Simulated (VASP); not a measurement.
# MoS2 (P-3m1) in VASP: further runs, part 3 of 3

VASP 6.6.1.

### Step 5. Single point, PBE

This run uses another cell than the first one, of 20.12 Å³/atom, 0.984 times its volume.

INCAR reads:

```
SYSTEM = MoS2
PREC     = Accurate       ! precision mode
ENCUT    = 520            ! plane-wave cutoff, eV
EDIFF    = 1E-6           ! SCF threshold, eV
ISMEAR   = -1             ! smearing method
SIGMA    = 0.05           ! smearing width, eV
LREAL    = .FALSE.        ! projectors in reciprocal space
LASPH    = .TRUE.         ! aspherical terms in the spheres
NELM     = 60             ! most SCF steps
ALGO     = Normal         ! electronic algorithm
ISIF     = 2              ! what is computed and relaxed
LWAVE    = .FALSE.        ! write WAVECAR
LCHARG   = .FALSE.        ! write CHGCAR
GGA      = PE             ! functional
NBANDS   = 20             ! bands
```

KPOINTS reads:

```
regular mesh
0
G
  9 9 4
  0 0 0
```

POSCAR reads:

```
MoS2
1.0
    3.2907642509      0.0000000000      0.0000000000
   -1.6453821255      2.8498854391      0.0000000000
    0.0000000000      0.0000000000      6.4362788402
Mo S
1 2
Direct
    0.0000000000      0.0000000000      0.5000000000
    0.6666666667      0.3333333333      0.7446806800
    0.3333333333      0.6666666667      0.2553193200
```

Potentials or basis: VASP PAW PBE potentials, release 64 (Mo_sv, S).

Launch:

```bash
> cat potpaw_PBE.64/Mo_sv/POTCAR potpaw_PBE.64/S/POTCAR > POTCAR
> mpirun -np 1 vasp_std > vasp.out
```

OUTCAR:

```text
SYSTEM = MoS2
   PREC = Accurate
   ENCUT = 520
   EDIFF = 1E-6
   ISMEAR = -1
   LREAL = .FALSE.
   LASPH = .TRUE.
   NELM = 60
   ISIF = 2
   GGA = PE

 ion  position               nearest neighbor table
   1  0.000  0.000  0.500-   2 2.47   3 2.47   3 2.47   2 2.47   2 2.47   3 2.47
   2  0.667  0.333  0.745-   1 2.47   1 2.47   1 2.47
   3  0.333  0.667  0.255-   1 2.47   1 2.47   1 2.47

  LATTYP: Found a hexagonal cell.
 ALAT       =     3.2907642509
 C/A-ratio  =     1.9558614199

  Lattice vectors:

 A1 = (   3.2907642509,   0.0000000000,   0.0000000000)
 A2 = (  -1.6453821255,   2.8498854391,   0.0000000000)
 A3 = (   0.0000000000,   0.0000000000,   6.4362788402)

Analysis of symmetry for initial positions (statically):
=====================================================================
 Subroutine PRICEL returns:
 Original cell was already a primitive cell.

 Routine SETGRP: Setting up the symmetry group for a
 hexagonal supercell.

 Subroutine GETGRP returns: Found 12 space group operations
 (whereof 12 operations were pure point group operations)
 out of a pool of 24 trial point group operations.

The static configuration has the point symmetry D_3d.

Analysis of symmetry for dynamics (positions and initial velocities):
=====================================================================
 Subroutine PRICEL returns:
 Original cell was already a primitive cell.

 Routine SETGRP: Setting up the symmetry group for a
 hexagonal supercell.

 Subroutine GETGRP returns: Found 12 space group operations
 (whereof 12 operations were pure point group operations)
 out of a pool of 24 trial point group operations.

The dynamic configuration has the point symmetry D_3d.

 Subroutine INISYM returns: Found 12 space group operations
 (whereof 12 operations are pure point group operations),
 and found     1 'primitive' translations

----------------------------------------------------------------------------------------

                                     Primitive cell

  volume of cell :      60.3614

  direct lattice vectors                    reciprocal lattice vectors
     3.290764251  0.000000000  0.000000000     0.303880778  0.175445649  0.000000000
    -1.645382126  2.849885439  0.000000000     0.000000000  0.350891298  0.000000000
     0.000000000  0.000000000  6.436278840     0.000000000  0.000000000  0.155369279

  length of vectors
     3.290764251  3.290764251  6.436278840     0.350891298  0.350891298  0.155369279

  position of ions in fractional coordinates (direct lattice)
     0.000000000  0.000000000  0.500000000
     0.666666667  0.333333333  0.744680680
     0.333333333  0.666666667  0.255319320

  ion indices of the primitive-cell ions
   primitive index   ion index
                 1           1
                 2           2
                 3           3

----------------------------------------------------------------------------------------

 KPOINTS: regular mesh

Automatic generation of k-mesh.
 Grid dimensions read from file:
 generate k-points for:    9    9    4

 Generating k-lattice:

  Cartesian coordinates                     Fractional coordinates (reciprocal lattice)
     0.033764531  0.019493961  0.000000000     0.111111111 -0.000000000  0.000000000
     0.000000000  0.038987922  0.000000000     0.000000000  0.111111111  0.000000000
     0.000000000  0.000000000  0.038842320     0.000000000  0.000000000  0.250000000

  Length of vectors
     0.038987922  0.038987922  0.038842320

  Shift w.r.t. Gamma in fractional coordinates (k-lattice)
     0.000000000  0.000000000  0.000000000

 Subroutine IBZKPT returns following result:
 ===========================================

 Found     43 irreducible k-points:

 Following reciprocal coordinates:
            Coordinates               Weight
  0.000000  0.000000  0.000000      1.000000
  0.111111  0.000000  0.000000      6.000000
  0.222222  0.000000  0.000000      6.000000
  0.333333 -0.000000  0.000000      6.000000
  0.444444  0.000000  0.000000      6.000000
  0.111111  0.111111  0.000000      6.000000
[... 16 lines left out ...]
  0.222222  0.111111  0.250000     12.000000
 -0.111111  0.333333  0.250000     12.000000
 [... further k-points ...]
   k-points           NKPTS =     43   k-points in BZ     NKDIM =     43   number of bands    NBANDS=     20
   number of dos      NEDOS =    301   number of ions     NIONS =      3
   total plane-waves  NPLWV =  27648
   dimension x,y,z NGX =    24 NGY =   24 NGZ =   48
   dimension x,y,z NGXF=    48 NGYF=   48 NGZF=   96
   ions per type =               1   2
   NGX,Y,Z   is equivalent  to a cutoff of  12.12, 12.12, 12.40 a.u.
   NGXF,Y,Z  is equivalent  to a cutoff of  24.25, 24.25, 24.80 a.u.
 SYSTEM =  MoS2
   PREC   = accura    normal or accurate (medium, high low for compatibility)
   ISTART =      0    job   : 0-new  1-cont  2-samecut
   ICHARG =      2    charge: 1-file 2-atom 10-const
   ISPIN  =      1    spin polarized calculation?
   LNONCOLLINEAR =      F non collinear calculations
   LSORBIT =      F    spin-orbit coupling
   LASPH  =      T    aspherical Exc in radial PAW
   ENCUT  =  520.0 eV  38.22 Ry    6.18 a.u.   6.12  6.12 11.97*2*pi/ulx,y,z
   NELM   =     60;   NELMIN=  2; NELMDL= -5     # of ELM steps
   EDIFF  = 0.1E-05   stopping-criterion for ELM
   LREAL  =      F    real-space projection
   EDIFFG = 0.1E-04   stopping-criterion for IOM
   NSW    =      0    number of steps for IOM
   IBRION =     -1    ionic relax: 0-MD 1-quasi-New 2-CG
   NFREE  =      0    steps in history (QN), initial steepest desc. (CG)
   ISIF   =      2    stress and relaxation
   ISYM   =      2    0-nonsym 1-usesym 2-fastsym
   POTIM  = 0.5000    time-step for ionic-motion
   TEBEG  =    0.0;   TEEND  =   0.0 temperature during run
   PSTRESS=    0.0 pullay stress
   NELECT =      26.0000    total number of electrons
   NUPDOWN=      -1.0000    fix difference up-down
   EMIN   =  10.00;   EMAX   =-10.00  energy-range for DOS
   EFERMI =   0.00;   METHOD = LEGACY
   ISMEAR =    -1;   SIGMA  =   0.05  broadening in eV -4-tet -1-fermi 0-gaus
   EFERMI_NEDOS =   21; number of points for ismear=-14 and -15
   IALGO  =     38    algorithm
   IMIX   =      4    mixing-type and parameters
     AMIX     =   0.40;   BMIX     =  1.00
     AMIX_MAG =   1.60;   BMIX_MAG =  1.00
  volume/ion in A,a.u.               =      20.12       135.78
  Fermi-wavevector in a.u.,A,eV,Ry     =   1.236364  2.336389 20.797803  1.528595
  Thomas-Fermi vector in A             =   2.370975
   LORBIT       =      0    0 simple, 1 ext, 2 COOP (PROOUT), +10 PAW based schemes
   GGA     = PE    functional components
[... 5 lines left out ...]
 non-spin polarized calculation
  energy-cutoff  :      520.00
  volume of cell :       60.36
 maximum number of plane-waves:      1644
   NGX = 13   NGY = 13   NGZ = 23

 number of electron      26.0000001 magnetization

 Free energy of the ion-electron system (eV)
  ---------------------------------------------------
  ext. energy  EPLUGINS =         0.00000000
  ---------------------------------------------------
  free energy    TOTEN  =       -20.95748077 eV

  energy without entropy =      -20.94737073  energy(sigma->0) =      -20.95242575

 E-fermi :   6.1944     XC(G=0): -10.1641

 val. band max:        6.1881530242   @ k =   0.3333   0.2222   0.0000
 cond. band min:       6.3517699491   @ k =  -0.1111   0.3333   0.2500
 fundamental gap:      0.1636169249
 Fermi energy:         6.1943840804

 k-point     1 :       0.0000    0.0000    0.0000
  band No.  band energies     occupation
      1     -55.6161      2.00000
      2     -29.6241      2.00000
      3     -29.6241      2.00000
      4     -29.5942      2.00000
      5      -8.2515      2.00000
      6      -6.9783      2.00000
[... 12 lines left out ...]
     19      12.2483      0.00000
     20      15.7629      0.00000

 k-point     2 :       0.1111    0.0000    0.0000
  band No.  band energies     occupation
      1     -55.6133      2.00000
      2     -29.6545      2.00000
      3     -29.6311      2.00000
      4     -29.5884      2.00000
      5      -8.0846      2.00000
      6      -6.9376      2.00000
[... 12 lines left out ...]
     19      13.0740      0.00000
     20      15.3080      0.00000
[... 465 lines left out ...]
      3     -29.6718      2.00000
      4     -29.5623      2.00000
      5      -7.2133      2.00000
      6      -6.7663      2.00000
[... 12 lines left out ...]
     19      13.9483      0.00000
     20      14.8851      0.00000

 k-point    24 :      -0.1111    0.3333    0.2500
  band No.  band energies     occupation
      1     -55.6011      2.00000
      2     -29.7798      2.00000
      3     -29.6718      2.00000
      4     -29.5623      2.00000
      5      -7.1695      2.00000
      6      -6.8202      2.00000
[... 12 lines left out ...]
     19      14.1798      0.00000
     20      14.6301      0.00000

 [... further k-points ...]
[... 5 lines left out ...]
  --------------------------------------------------------------------------------------
  -------------------------------------------------------------------------------------
  Total       -2.4364109     -2.4364109     -1.7251573      0.0000000      0.0000000     -0.0000000
  in kB      -64.6698856    -64.6698856    -45.7910141      0.0000000      0.0000000     -0.0000000
  external PRESSURE =     -58.3769284 kB  Pullay stress =       0.0000000 kB

 VOLUME and BASIS-vectors are now :
 -----------------------------------------------------------------------------
  energy-cutoff  :      520.00
  volume of cell :       60.36
      direct lattice vectors                 reciprocal lattice vectors
     3.290764251  0.000000000  0.000000000     0.303880778  0.175445649  0.000000000
    -1.645382126  2.849885439  0.000000000     0.000000000  0.350891298  0.000000000
     0.000000000  0.000000000  6.436278840     0.000000000  0.000000000  0.155369279

 POSITION                                       TOTAL-FORCE (eV/Angst)
 -----------------------------------------------------------------------------------
      0.00000      0.00000      3.21814         0.000000      0.000000      0.000000
      1.64538      0.94996      4.79297        -0.000000      0.000000     -0.576192
     -0.00000      1.89992      1.64331         0.000000     -0.000000      0.576192
 -----------------------------------------------------------------------------------
    total drift:                                0.000000     -0.000000      0.000000

  FREE ENERGIE OF THE ION-ELECTRON SYSTEM (eV)
  ---------------------------------------------------
  free  energy   TOTEN  =       -20.9574807727 eV

  energy  without entropy=      -20.9473707349  energy(sigma->0) =      -20.95242575
```

It took 82 s on 1 thread of Intel Xeon 8259CL, shared host; peak memory 0.16 GiB.

Results:

| Item | Value |
| --- | --- |
| Free energy | -20.9575 eV |
| Pressure | -5.8 GPa |
| Largest force | 0.576 eV/Å |
| Band gap on the k mesh | zero (band 13 reaches 6.79 eV, above the bottom of band 14 at 5.77 eV) |

Forces on the atoms (eV/Å):
```
Mo   0.000  0.000  0.000
S    0.000  0.000 -0.576
S    0.000  0.000  0.576
```

Caveat: this functional lacks dispersion, which binds the layers, so the pressure and a relaxed spacing across them are unreliable.

### Step 6. Single point, PBEsol

This run uses another cell than the first one, of 18.98 Å³/atom, 0.929 times its volume.

INCAR reads:

```
  PREC = Accurate
  ENCUT = 520
  EDIFF = 1E-6
  ISMEAR = -1
  SIGMA = 0.05
  LREAL = False
  LASPH = True
  NELM = 80
  ALGO = Normal
  ISIF = 2
  LWAVE = False
  LCHARG = False
  GGA = PS
  NBANDS = 20
```

KPOINTS reads:

```
regular mesh
0
Gamma
  9 9 4
```

POSCAR reads:

```
MoS2
1.0
    3.2940172245      0.0000000000      0.0000000000
   -1.6470086123      2.8527025969      0.0000000000
    0.0000000000      0.0000000000      6.0599744832
Mo S
1 2
Direct
    0.0000000000      0.0000000000      0.5000000000
    0.6666666667      0.3333333333      0.7446806800
    0.3333333333      0.6666666667      0.2553193200
```

Potentials or basis: VASP PAW PBE potentials, release 64 (Mo_sv, S).

Launch:

```bash
> cat potpaw_PBE.64/Mo_sv/POTCAR potpaw_PBE.64/S/POTCAR > POTCAR
> mpirun -np 1 vasp_std > vasp.out
```

Run time: 18 s. Hardware: 1 thread of Intel Xeon Platinum 8488C (Sapphire Rapids), shared host; peak memory 0.19 GiB.

Results (log left out):

```
Free energy            : -22.4910 eV
Pressure               : -2.9 GPa
Largest force          : 0.427 eV/Å
Band gap on the k mesh : zero (band 13 reaches 7.11 eV, above the bottom of band 14 at 6.20 eV)
```

Forces in eV/Å, atoms in the order of the input:
```
Mo   0.000  0.000  0.000
S    0.000  0.000  0.427
S    0.000  0.000 -0.427
```

Stress tensor (GPa, compression positive):
```
-5.49  0.00  0.00
 0.00 -5.49  0.00
 0.00  0.00  2.21
```

Levels at points of the mesh, in eV from the Fermi level:
| k point | band 9 | band 10 | band 11 | band 12 | band 13 | band 14 | band 15 | band 16 | band 17 | band 18 |
| --- | --- | --- | --- | --- | --- | --- | --- | --- | --- | --- |
| (0.00, 0.00, 0.00) | -4.36 | -1.47 | -1.05 | -1.05 | -0.72 | -0.52 | -0.52 | 3.27 | 3.27 | 5.66 |
| (0.00, 0.00, 0.50) | -4.35 | -3.46 | -1.06 | -1.06 | -0.62 | -0.62 | 0.30 | 3.50 | 3.50 | 5.78 |

Caveat: the PAW data sets were made with another functional, which shifts forces and pressure a little; this functional lacks dispersion, which binds the layers, so the pressure and a relaxed spacing across them are unreliable.

### Step 7. The runs side by side

| task | level | cell | cutoff (eV) | gap on the mesh (eV) | pressure (GPa) | largest force (eV/Å) |
| --- | --- | --- | --- | --- | --- | --- |
| single point | PBE | a = 3.192, b = 3.192, c = 6.949 Å, angles 90.0, 90.0, 120.0°, 3 atoms | 520 | none | -0.1 | 0.01 |
| relaxation of cell and atoms | PBE | relaxed from a = 3.227, b = 3.227, c = 6.312 Å, angles 90.0, 90.0, 120.0°, 3 atoms | 600 | none | 0.0 | - |
| single point | PBE | a = 3.270, b = 3.270, c = 6.396 Å, angles 90.0, 90.0, 120.0°, 3 atoms | 520 | none | -3.8 | 0.31 |
| single point | PBE | a = 3.291, b = 3.291, c = 6.436 Å, angles 90.0, 90.0, 120.0°, 3 atoms | 520 | none | -5.8 | 0.58 |
| single point | PBEsol | a = 3.294, b = 3.294, c = 6.060 Å, angles 90.0, 90.0, 120.0°, 3 atoms | 520 | none | -2.9 | 0.43 |

Alike in all rows: potentials or basis VASP PAW PBE potentials, release 64 (Mo_sv, S); no spin polarisation; k mesh 9 × 9 × 4; smearing fermi-dirac 0.05 eV.

Caveats: this functional lacks dispersion, which binds the layers, so the pressure and a relaxed spacing across them are unreliable; the PAW data sets were made with another functional, which shifts forces and pressure a little (some runs).

Absolute energies hang on the potentials; compare differences alone.
